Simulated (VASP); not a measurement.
A run of VASP 6.6.1 is set up as follows.

The input INCAR:

```
SYSTEM = H3C2
PREC = Accurate
ENCUT = 520
EDIFF = 1E-6
ISMEAR = 0
SIGMA = 0.02
LREAL = .FALSE.
LASPH = .TRUE.
NELM = 60
ALGO = Normal
ISIF = 2
LWAVE = .FALSE.
LCHARG = .FALSE.
GGA = PE
IVDW = 12
NBANDS = 22
```

The input KPOINTS:

```
regular mesh
0
G
  6 6 6
  0 0 0
```

File POSCAR:

```
H3C2
1.0
    3.4177107645     -3.3253646368      0.1386124671
    3.4177107645      3.3253646368      0.1386124671
   -0.5943405670      0.0000000000      4.4857344699
H C
6 4
Direct
    0.2362262288      0.2362262288      0.5009671475
    0.7637737712      0.7637737712      0.4990328525
    0.2165055704      0.4838859934      0.2225227447
    0.5161140066      0.7834944296      0.7774772553
    0.7834944296      0.5161140066      0.7774772553
    0.4838859934      0.2165055704      0.2225227447
    0.0771696065      0.0771696065      0.0779596206
    0.9228303935      0.9228303935      0.9220403794
    0.2621768182      0.2621768182      0.2646816608
    0.7378231818      0.7378231818      0.7353183392
```

Potentials or basis: VASP PAW PBE potentials, release 64 (H, C).

Launch:

```sh
$ cat potpaw_PBE.64/H/POTCAR potpaw_PBE.64/C/POTCAR > POTCAR
$ mpirun -np 1 vasp_std > vasp.out
```

Estimate the largest force.

0.074 eV/Å.

Predict the band gap on the k mesh.

4.58 eV (least direct gap 5.27 eV).

Predict the pressure.

-0.5 GPa.

Forces on the atoms (eV/Å):
```
H   -0.010  0.000  0.021
H    0.010  0.000 -0.021
H    0.015  0.020 -0.004
H   -0.015  0.020  0.004
H   -0.015 -0.020  0.004
H    0.015 -0.020 -0.004
C    0.057  0.000  0.047
C   -0.057  0.000 -0.047
C   -0.013  0.000 -0.013
C    0.013  0.000  0.013
```

A k mesh can miss the band edges.
